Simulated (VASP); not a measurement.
# SnO2 (P4_2/mnm) in VASP: further runs

The runs below take SnO2 through single point, relaxation of cell and atoms, with r2SCAN.

Everything below comes from runs of VASP 6.6.1. Logs are shortened: lines on timing, memory, paths and dates and some standing lists are left out, and cuts for length are marked.

**1. The cell of the first run**

Symmetry: P4_2/mnm, No. 136, tetragonal system. The conventional cell has a = 4.759 Å, b = 4.759 Å, c = 3.201 Å, α = 90.00°, β = 90.00°, γ = 90.00°. Within 2.7 Å of Sn (site symmetry mmm) lie 6 O at 2.06 to 2.07 Å. Within 2.7 Å of O (site symmetry m2m) lie 3 Sn at 2.06 to 2.07 Å and 1 O at 2.61 Å.

**2. Single point, r2SCAN**

Input file POSCAR:

```
SnO2
1.0
    4.7591680240      0.0000000000      0.0000000000
    0.0000000000      4.7591680240      0.0000000000
    0.0000000000      0.0000000000      3.2013099545
Sn O
2 4
Direct
    0.5000000000      0.5000000000      0.5000000000
    0.0000000000      0.0000000000      0.0000000000
    0.1940608685      0.8059391315      0.5000000000
    0.8059391315      0.1940608685      0.5000000000
    0.3059391315      0.3059391315      0.0000000000
    0.6940608685      0.6940608685      0.0000000000
```

Input file INCAR.step1:

```
SYSTEM = SnO2
ALGO = Normal
EDIFF = 1E-4
ENCUT = 520
GGA = PE
ISMEAR = 0
LASPH = .True.
LCHARG = .False.
LREAL = .False.
LWAVE = .True.
NBANDS = 35
NELM = 100
PREC = Accurate
SIGMA = 0.02
```

Input file INCAR.step2:

```
SYSTEM = SnO2
ALGO = Normal
EDIFF = 1E-6
ENCUT = 520
ISIF = 2
ISMEAR = 0
ISTART = 1
LASPH = .True.
LCHARG = .False.
LMIXTAU = .True.
LREAL = .False.
LWAVE = .False.
METAGGA = R2SCAN
NBANDS = 35
NELM = 100
PREC = Accurate
SIGMA = 0.02
```

Input file KPOINTS:

```
k-points
0
Gamma
  6 6 8
  0 0 0
```

Potentials or basis: VASP PAW PBE potentials, release 64 (Sn_d, O).

Command:

```sh
$ cat potpaw_PBE.64/Sn_d/POTCAR potpaw_PBE.64/O/POTCAR > POTCAR
$ cp INCAR.step1 INCAR
$ mpirun -np 1 vasp_std > vasp.out
$ cp INCAR.step2 INCAR
$ mpirun -np 1 vasp_std > vasp.out
```

OUTCAR:

```text
SYSTEM = SnO2
   EDIFF = 1E-6
   ENCUT = 520
   ISIF = 2
   ISMEAR = 0
   ISTART = 1
   LASPH = .True.
   LREAL = .False.
   METAGGA = R2SCAN
   NELM = 100
   PREC = Accurate

 ion  position               nearest neighbor table
   1  0.500  0.500  0.500-   3 2.06   4 2.06   5 2.07   6 2.07   5 2.07   6 2.07   2 3.73   2 3.73
                             2 3.73   2 3.73   2 3.73   2 3.73   2 3.73   2 3.73
   2  0.000  0.000  0.000-   5 2.06   6 2.06   3 2.07   4 2.07   3 2.07   4 2.07   1 3.73   1 3.73
                             1 3.73   1 3.73   1 3.73   1 3.73   1 3.73   1 3.73
   3  0.194  0.806  0.500-   1 2.06   2 2.07   2 2.07
   4  0.806  0.194  0.500-   1 2.06   2 2.07   2 2.07
   5  0.306  0.306  0.000-   2 2.06   1 2.07   1 2.07
   6  0.694  0.694  0.000-   2 2.06   1 2.07   1 2.07

  LATTYP: Found a simple tetragonal cell.
 ALAT       =     4.7591680240
 C/A-ratio  =     0.6726616792

  Lattice vectors:

 A1 = (   4.7591680240,   0.0000000000,   0.0000000000)
 A2 = (   0.0000000000,   4.7591680240,   0.0000000000)
 A3 = (   0.0000000000,   0.0000000000,   3.2013099545)

Analysis of symmetry for initial positions (statically):
=====================================================================
 Subroutine PRICEL returns:
 Original cell was already a primitive cell.

 Routine SETGRP: Setting up the symmetry group for a
 simple tetragonal supercell.

 Subroutine GETGRP returns: Found 16 space group operations
 (whereof  8 operations were pure point group operations)
 out of a pool of 16 trial point group operations.

The static configuration has the point symmetry D_2h.
 The point group associated with its full space group is D_4h.

Analysis of symmetry for dynamics (positions and initial velocities):
=====================================================================
 Subroutine PRICEL returns:
 Original cell was already a primitive cell.

 Routine SETGRP: Setting up the symmetry group for a
 simple tetragonal supercell.

 Subroutine GETGRP returns: Found 16 space group operations
 (whereof  8 operations were pure point group operations)
 out of a pool of 16 trial point group operations.

The dynamic configuration has the point symmetry D_2h.
 The point group associated with its full space group is D_4h.

 Subroutine INISYM returns: Found 16 space group operations
 (whereof  8 operations are pure point group operations),
 and found     1 'primitive' translations

----------------------------------------------------------------------------------------
[... 99 lines left out ...]
   ENCUT  =  520.0 eV  38.22 Ry    6.18 a.u.   8.85  8.85  5.95*2*pi/ulx,y,z
   NELM   =    100;   NELMIN=  2; NELMDL=  0     # of ELM steps
   EDIFF  = 0.1E-05   stopping-criterion for ELM
   LREAL  =      F    real-space projection
[... 7 lines left out ...]
   TEBEG  =    0.0;   TEEND  =   0.0 temperature during run
   PSTRESS=    0.0 pullay stress
   NELECT =      52.0000    total number of electrons
   NUPDOWN=      -1.0000    fix difference up-down
   EMIN   =  10.00;   EMAX   =-10.00  energy-range for DOS
   EFERMI =   0.00;   METHOD = LEGACY
   ISMEAR =     0;   SIGMA  =   0.02  broadening in eV -4-tet -1-fermi 0-gaus
   EFERMI_NEDOS =   21; number of points for ismear=-14 and -15
   IALGO  =     38    algorithm
   IMIX   =      4    mixing-type and parameters
     AMIX     =   0.40;   BMIX     =  1.00
     AMIX_MAG =   1.60;   BMIX_MAG =  1.00
  volume/ion in A,a.u.               =      12.08        81.55
  Fermi-wavevector in a.u.,A,eV,Ry     =   1.465366  2.769140 29.215743  2.147297
  Thomas-Fermi vector in A             =   2.581231
   LORBIT       =      0    0 simple, 1 ext, 2 COOP (PROOUT), +10 PAW based schemes
   METAGGA = R2SCAN    functional components
   LHFCALC =     F    Hartree Fock is set to
   AEXX    =    0.0000 exact exchange contribution
   IVDW    =     0    specifies the selected vdW correction
   LEPSILON=     F    determine dielectric tensor
   LRPA    =     F    only Hartree local field effects (RPA)
 non-spin polarized calculation
 Gauss-broadening in eV      SIGMA  =   0.02
  energy-cutoff  :      520.00
  volume of cell :       72.51
 maximum number of plane-waves:      1992
 NGX is ok and might be reduce to    36
   NGX = 17   NGY = 17   NGZ = 11

 number of electron      52.0000002 magnetization

 Free energy of the ion-electron system (eV)
  ---------------------------------------------------
  ext. energy  EPLUGINS =         0.00000000
  ---------------------------------------------------
  free energy    TOTEN  =       -84.62947861 eV

  energy without entropy =      -84.62947861  energy(sigma->0) =      -84.62947861

 E-fermi :   5.7425     XC(G=0): -11.9705

 val. band max:        5.5592670015   @ k =   0.0000   0.0000   0.0000
 cond. band min:       7.3548231429   @ k =   0.0000   0.0000   0.0000
 fundamental gap:      1.7955561414
 Fermi energy:         5.7425118245

 k-point     1 :       0.0000    0.0000    0.0000
  band No.  band energies     occupation
      1     -16.1778      2.00000
      2     -15.2641      2.00000
      3     -14.9640      2.00000
      4     -14.9640      2.00000
      5     -14.9415      2.00000
      6     -14.9034      2.00000
[... 901 lines left out ...]
     34      18.8115      0.00000
     35      19.1025      0.00000

 [... further k-points ...]

------------------------ aborting loop because EDIFF is reached ----------------------------------------

  FORCE on cell =-STRESS in cart. coord.  units (eV):
  Direction    XX          YY          ZZ          XY          YZ          ZX
  --------------------------------------------------------------------------------------
  -------------------------------------------------------------------------------------
  Total        0.4392116      0.4392116      0.6412939      0.0000000      0.0000000      0.0000000
  in kB        9.7049786      9.7049786     14.1702632      0.0000000      0.0000000      0.0000000
  external PRESSURE =      11.1934068 kB  Pullay stress =       0.0000000 kB

 VOLUME and BASIS-vectors are now :
 -----------------------------------------------------------------------------
  energy-cutoff  :      520.00
  volume of cell :       72.51
      direct lattice vectors                 reciprocal lattice vectors
     4.759168024  0.000000000  0.000000000     0.210120760  0.000000000  0.000000000
     0.000000000  4.759168024  0.000000000     0.000000000  0.210120760  0.000000000
     0.000000000  0.000000000  3.201309955     0.000000000  0.000000000  0.312372127

 POSITION                                       TOTAL-FORCE (eV/Angst)
 -----------------------------------------------------------------------------------
      2.37958      2.37958      1.60065        -0.000000     -0.000000      0.000000
      0.00000      0.00000      0.00000        -0.000000     -0.000000      0.000000
      0.92357      3.83560      1.60065         0.022463     -0.022463      0.000000
      3.83560      0.92357      1.60065        -0.022463      0.022463      0.000000
      1.45602      1.45602      0.00000        -0.022463     -0.022463     -0.000000
      3.30315      3.30315      0.00000         0.022463      0.022463      0.000000
 -----------------------------------------------------------------------------------
    total drift:                               -0.000000      0.000000     -0.000000

  FREE ENERGIE OF THE ION-ELECTRON SYSTEM (eV)
  ---------------------------------------------------
  free  energy   TOTEN  =       -84.6294786065 eV

  energy  without entropy=      -84.6294786065  energy(sigma->0) =      -84.62947861
```

OUTCAR.step1:

```text
SYSTEM = SnO2
   EDIFF = 1E-4
   ENCUT = 520
   GGA = PE
   ISMEAR = 0
   LASPH = .True.
   LREAL = .False.
   NELM = 100
[... 1152 lines left out ...]
      3.83560      0.92357      1.60065        -0.038149      0.038149     -0.000000
      1.45602      1.45602      0.00000        -0.038149     -0.038149      0.000000
      3.30315      3.30315      0.00000         0.038149      0.038149     -0.000000
 -----------------------------------------------------------------------------------
    total drift:                               -0.000000      0.000000     -0.000000

  FREE ENERGIE OF THE ION-ELECTRON SYSTEM (eV)
  ---------------------------------------------------
  free  energy   TOTEN  =       -37.2278887496 eV

  energy  without entropy=      -37.2278887496  energy(sigma->0) =      -37.22788875
```

OSZICAR.step1:

```text
N       E                     dE             d eps       ncg     rms          rms(c)
DAV:   1     0.635341702279E+03    0.63534E+03   -0.25588E+04  3937   0.233E+03
DAV:   2     0.573888277696E+02   -0.57795E+03   -0.54417E+03  3828   0.616E+02
DAV:   3    -0.384461699695E+02   -0.95835E+02   -0.94105E+02  3779   0.208E+02
DAV:   4    -0.433188792262E+02   -0.48727E+01   -0.48411E+01  4405   0.507E+01
DAV:   5    -0.434456557273E+02   -0.12678E+00   -0.12661E+00  4401   0.855E+00    0.160E+01
DAV:   6    -0.371425254065E+02    0.63031E+01   -0.17628E+01  5533   0.640E+01    0.619E+00
DAV:   7    -0.372562969227E+02   -0.11377E+00   -0.20240E+00  4042   0.791E+00    0.322E+00
DAV:   8    -0.372343006188E+02    0.21996E-01   -0.16856E-01  5164   0.414E+00    0.744E-01
DAV:   9    -0.372270946608E+02    0.72060E-02   -0.34777E-02  5746   0.297E+00    0.130E-01
DAV:  10    -0.372277761734E+02   -0.68151E-03   -0.38606E-03  4423   0.479E-01    0.535E-02
DAV:  11    -0.372278878489E+02   -0.11168E-03   -0.16711E-04  3429   0.101E-01    0.137E-02
DAV:  12    -0.372278887496E+02   -0.90064E-06   -0.22687E-05  2233   0.442E-02
   1 F= -.37227889E+02 E0= -.37227889E+02  d E =-.106454E-25
```

Run time: 3.9 min. Hardware: 1 thread of AMD EPYC 9R45 (Zen 5), shared host; peak memory 0.21 GiB.

Results:

```
Free energy            : -84.6295 eV
Pressure               : 1.1 GPa
Largest force          : 0.032 eV/Å
Band gap on the k mesh : 1.80 eV
```

Forces in eV/Å, atoms in the order of the input:
```
Sn   0.000  0.000  0.000
Sn   0.000  0.000  0.000
O    0.022 -0.022  0.000
O   -0.022  0.022  0.000
O   -0.022 -0.022  0.000
O    0.022  0.022  0.000
```

Stress tensor (GPa, compression positive):
```
0.97 0.00 0.00
0.00 0.97 0.00
0.00 0.00 1.42
```

Levels at points of the mesh, in eV from the valence-band top:
```
           k point  band 22  band 23  band 24  band 25  band 26  band 27  band 28  band 29  band 30  band 31
(0.00, 0.00, 0.00)    -1.22    -1.22    -0.78    -0.78     0.00     1.80     6.81     7.05     7.05    11.11
(0.50, 0.00, 0.00)    -1.97    -1.17    -1.17    -0.62    -0.62     5.01     5.01     7.80     7.80    11.89
(0.50, 0.50, 0.00)    -1.96    -1.30    -1.30    -0.92    -0.92     5.44     5.44     8.22     8.22    11.93
(0.00, 0.00, 0.50)    -2.59    -1.67    -1.67    -1.27    -1.27     6.87     6.87    10.53    10.53    11.55
(0.50, 0.00, 0.50)    -1.73    -1.11    -1.11    -0.69    -0.69     7.15     7.15     8.85     8.85    11.93
(0.50, 0.50, 0.50)    -2.35    -0.96    -0.96    -0.85    -0.85     5.53     5.53     9.65     9.65    11.91
```

Caveat: the PAW data sets were made with another functional, which shifts forces and pressure a little; spin-orbit coupling is left out, which moves the levels of the heavy elements.

**3. Single point, r2SCAN**

Input file POSCAR:

```
SnO2
1.0
    4.7596115875      0.0000000000      0.0000000000
    0.0000000000      4.7596115875      0.0000000000
    0.0000000000      0.0000000000      3.2006894321
Sn O
2 4
Direct
    0.5000000000      0.5000000000      0.5000000000
    0.0000000000      0.0000000000      0.0000000000
    0.3059029608      0.3059029608      0.0000000000
    0.8059029608      0.1940970392      0.5000000000
    0.1940970392      0.8059029608      0.5000000000
    0.6940970392      0.6940970392      0.0000000000
```

Input file INCAR.step1:

```
PREC = Accurate ; ENCUT = 520
ISMEAR = 0 ; SIGMA = 0.02
LREAL = F ; LASPH = T
NELM = 100 ; NBANDS = 35
GGA = PE ; ALGO = Normal
EDIFF = 1E-4 ; LWAVE = T
LCHARG = F
```

Input file INCAR.step2:

```
PREC = Accurate ; ENCUT = 520
EDIFF = 1E-7 ; ISMEAR = 0
SIGMA = 0.02 ; LREAL = F
LASPH = T ; NELM = 100
ALGO = Normal ; ISIF = 2
LWAVE = F ; LCHARG = T
METAGGA = R2SCAN ; LMIXTAU = T
LELF = T ; LVHAR = T
NBANDS = 35 ; ISTART = 1
```

Input file KPOINTS:

```
Automatic mesh
0
Gamma
  6 6 8
```

Potentials or basis: VASP PAW PBE potentials, release 64 (Sn_d, O).

Command:

```sh
$ cat potpaw_PBE.64/Sn_d/POTCAR potpaw_PBE.64/O/POTCAR > POTCAR
$ cp INCAR.step1 INCAR
$ mpirun -np 1 vasp_std > vasp.out
$ cp INCAR.step2 INCAR
$ mpirun -np 1 vasp_std > vasp.out
```

Wall time 5.3 min (1 thread of AMD EPYC 9R45 (Zen 5), shared host); peak memory 0.21 GiB.

It converged, with:

- Free energy: -84.6295 eV
- Pressure: 1.1 GPa
- Largest force: 0.027 eV/Å
- Band gap on the k mesh: 1.80 eV

Forces on the atoms (eV/Å):
```
Sn   0.000  0.000  0.000
Sn   0.000  0.000  0.000
O   -0.019 -0.019  0.000
O   -0.019  0.019  0.000
O    0.019 -0.019  0.000
O    0.019  0.019  0.000
```

Stress tensor (GPa, compression positive):
```
0.96 0.00 0.00
0.00 0.96 0.00
0.00 0.00 1.47
```

Levels at points of the mesh, in eV from the valence-band top:
| k point | band 23 | band 24 | band 25 | band 26 | band 27 | band 28 | band 29 | band 30 |
| --- | --- | --- | --- | --- | --- | --- | --- | --- |
| (0.00, 0.00, 0.00) | -1.22 | -0.78 | -0.78 | 0.00 | 1.80 | 6.81 | 7.05 | 7.05 |
| (0.50, 0.00, 0.00) | -1.17 | -1.17 | -0.62 | -0.62 | 5.01 | 5.01 | 7.81 | 7.81 |
| (0.50, 0.50, 0.00) | -1.30 | -1.30 | -0.92 | -0.92 | 5.45 | 5.45 | 8.22 | 8.22 |
| (0.00, 0.00, 0.50) | -1.67 | -1.67 | -1.27 | -1.27 | 6.87 | 6.87 | 10.53 | 10.53 |
| (0.50, 0.00, 0.50) | -1.11 | -1.11 | -0.69 | -0.69 | 7.15 | 7.15 | 8.85 | 8.85 |
| (0.50, 0.50, 0.50) | -0.96 | -0.96 | -0.85 | -0.85 | 5.53 | 5.53 | 9.65 | 9.65 |

Caveat: the PAW data sets were made with another functional, which shifts forces and pressure a little; spin-orbit coupling is left out, which moves the levels of the heavy elements.

(Part 1 of 2 ends here.)
